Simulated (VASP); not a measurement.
Input of a VASP 6.6.1 run:

File INCAR:

```
PREC = Accurate
ENCUT = 520
EDIFF = 1E-7
ISMEAR = 0
SIGMA = 0.05
LREAL = F
LASPH = T
NELM = 80
ALGO = Normal
ISIF = 2
LWAVE = F
LCHARG = F
NBANDS = 15
```

The input KPOINTS:

```
regular mesh
0
Gamma
  8 8 8
```

The input POSCAR:

```
CaO
1.0
    0.0000000000      2.3755300000      2.3755300000
    2.3755300000      0.0000000000      2.3755300000
    2.3755300000      2.3755300000      0.0000000000
Ca O
1 1
Direct
    0.0000000000      0.0000000000      0.0000000000
    0.5000000000      0.5000000000      0.5000000000
```

Potentials or basis: VASP PAW LDA potentials, release 64 (Ca_sv, O).

Command:

```bash
$ cat potpaw_LDA.64/Ca_sv/POTCAR potpaw_LDA.64/O/POTCAR > POTCAR
$ mpirun -np 1 vasp_std > vasp.out
```

(1) Predict the band gap on the k mesh.

(2) What does it give for the pressure?

Results:

(1) 3.44 eV, indirect (least direct gap 3.81 eV).

(2) -2.4 GPa.

Caveat: the cell differs from its parent crystal (strain -0.030 along x and y, -0.030 along z).
